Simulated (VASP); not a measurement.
Input of a VASP 6.6.1 run:

Contents of INCAR:

```
AGGAC = 0.0
ALDAC = 0.0
ALGO = Normal
EDIFF = 1E-6
ENCUT = 520
GGA = PE
ISIF = 2
ISMEAR = -1
LASPH = T
LCHARG = T
LELF = T
LREAL = F
LVHAR = T
LWAVE = F
NBANDS = 21
NELM = 60
PREC = Accurate
SIGMA = 0.05
```

KPOINTS

```
k-points
0
Gamma
  8 8 8
```

POSCAR

```
Ge
1.0
    0.0000000000      2.8289100000      2.8289100000
    2.8289100000      0.0000000000      2.8289100000
    2.8289100000      2.8289100000      0.0000000000
Ge
2
Direct
    0.7500000000      0.7500000000      0.7500000000
    0.5000000000      0.5000000000      0.5000000000
```

Potentials or basis: VASP PAW PBE potentials, release 64 (Ge_d).

Launch:

```console
$ cat potpaw_PBE.64/Ge_d/POTCAR > POTCAR
$ mpirun -np 1 vasp_std > vasp.out
```

Task: What does it give for the band gap on the k mesh?

Result: Zero (filled and empty bands touch).

Task: Estimate the pressure.

Result: 13.6 GPa.
